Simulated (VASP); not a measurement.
A run of VASP 6.6.1:

The input INCAR:

```
  PREC = Accurate
  ENCUT = 520
  EDIFF = 1E-7
  ISMEAR = -1
  SIGMA = 0.05
  LREAL = False
  LASPH = True
  NELM = 60
  ALGO = Normal
  ISIF = 2
  LWAVE = False
  LCHARG = True
  GGA = PS
  IVDW = 13
  LELF = True
  LVHAR = True
  NBANDS = 11
```

KPOINTS

```
Automatic mesh
0
Gamma
  11 11 11
```

The input POSCAR:

```
Si
1.0
   -2.3914959409      2.3914959409      1.2828288359
    2.3914959409     -2.3914959409      1.2828288359
    2.3914959409      2.3914959409     -1.2828288359
Si
2
Direct
    0.5000000000      0.5000000000      0.0000000000
    0.2500000000      0.7500000000      0.5000000000
```

Potentials or basis: VASP PAW PBE potentials, release 64 (Si).

Command:

```bash
$ cat potpaw_PBE.64/Si/POTCAR > POTCAR
$ mpirun -np 1 vasp_std > vasp.out
```

Hardware: 1 thread of Intel Xeon 8259CL, on a shared host.

**Question.** How long does it take, and how much memory?

**Answer.** Run time: 60 s on 1 thread of Intel Xeon 8259CL (shared host), peak memory 0.17 GiB. Counts: scf iterations 11, k points 126.
